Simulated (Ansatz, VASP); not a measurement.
## BeCd2Se3: VASP beside Ansatz

The input INCAR:

```
ALGO     = Normal         # electronic algorithm
EDIFF    = 1E-7           # SCF threshold, eV
EDIFFG   = -0.04          # ionic threshold
ENCUT    = 600            # plane-wave cutoff, eV
GGA      = PE             # functional
IBRION   = 2              # ionic algorithm
ISIF     = 3              # what is computed and relaxed
ISMEAR   = 0              # smearing method
LASPH    = True           # aspherical terms in the spheres
LCHARG   = False          # write CHGCAR
LREAL    = False          # projectors in reciprocal space
LWAVE    = False          # write WAVECAR
NELM     = 80             # most SCF steps
NSW      = 90             # ionic steps
PREC     = Accurate       # precision mode
SIGMA    = 0.1            # smearing width, eV
```

KPOINTS

```
k-points
0
Gamma
  4 4 2
```

File POSCAR:

```
BeCd2Se3
1.0
    3.8874966100      0.0000000000      0.0000000000
    0.0000000000      3.8874966100      0.0000000000
    0.0000000000      0.0000000000      8.4467669900
Be Cd Se
1 2 3
Direct
    0.0000000000      0.0000000000      0.0000000000
    0.5000000000      0.0000000000      0.2626059900
    0.0000000000      0.5000000000      0.7373940100
    0.5000000000      0.0000000000      0.6250519800
    0.0000000000      0.5000000000      0.3749480200
    0.5000000000      0.5000000000      0.0000000000
```

Input for Ansatz:

```yaml
crystal:
  lattice:
    - [3.88749661, 0.0, 0.0]
    - [0.0, 3.88749661, 0.0]
    - [0.0, 0.0, 8.44676699]
  atoms:
    - { symbol: Be, position: [0.0, 0.0, 0.0] }
    - { symbol: Cd, position: [0.5, 0.0, 0.26260599] }
    - { symbol: Cd, position: [0.0, 0.5, 0.73739401] }
    - { symbol: Se, position: [0.5, 0.0, 0.62505198] }
    - { symbol: Se, position: [0.0, 0.5, 0.37494802] }
    - { symbol: Se, position: [0.5, 0.5, 0.0] }
basis:
  ecutwfc: 420
kpoints:
  mp_grid: { grid: [4, 4, 2] }
hamiltonian:
  xc: pbe
scf:
  occupations: { method: gaussian, width: 0.1 }
  lower_state_search: "off"
output:
  forces: true
  stress: true
  eigenvalues: true
relax:
  adjacent_minimum: "off"
  f_tol: 0.04
  max_steps: 70
  cell: { stress_tol: 0.4 }
```

Change from the starting cell: species swapped into the Ti2CuSb3 type (P-4m2, No. 115).

Alike in both runs: task relaxation of cell and atoms; functional PBE; k mesh 4 × 4 × 2; occupations gaussian, width 0.1 eV; no spin polarisation.

|  | VASP | Ansatz |
| --- | --- | --- |
| version | VASP 6.6.1 | Ansatz 0.2.0 |
| potentials or method | VASP PAW PBE potentials, release 64 (Be, Cd, Se), cutoff 600 eV | scalar-relativistic, plane waves, PAW |
| valence electrons in the cell | 44 | 90 |

Ansatz gave:

```
gap on the k mesh at the Fermi level, each at its own relaxed structure (eV) : none
relaxed volume (Å³/atom)                                                     : 26.35
relaxed length of the cell vector where the two differ most in proportion (Å)              : 11.494
```

Q: What did VASP give for the same quantities?

A: gap on the k mesh at the Fermi level, each at its own relaxed structure (eV): none; relaxed volume (Å³/atom): 24.92; relaxed length of the cell vector where the two differ most in proportion (Å): 11.060.

A gap of «none» marks a metal or a gap that the smearing closes. VASP's potentials hold 44 valence electrons a cell and Ansatz's 90, so a difference there can come from the potentials and not from the codes.

The k mesh is coarse, so the values compare programs but aren't converged. Noted on VASP's run: the volume moved by over 15 % at a fixed basis, so the end points are rough.
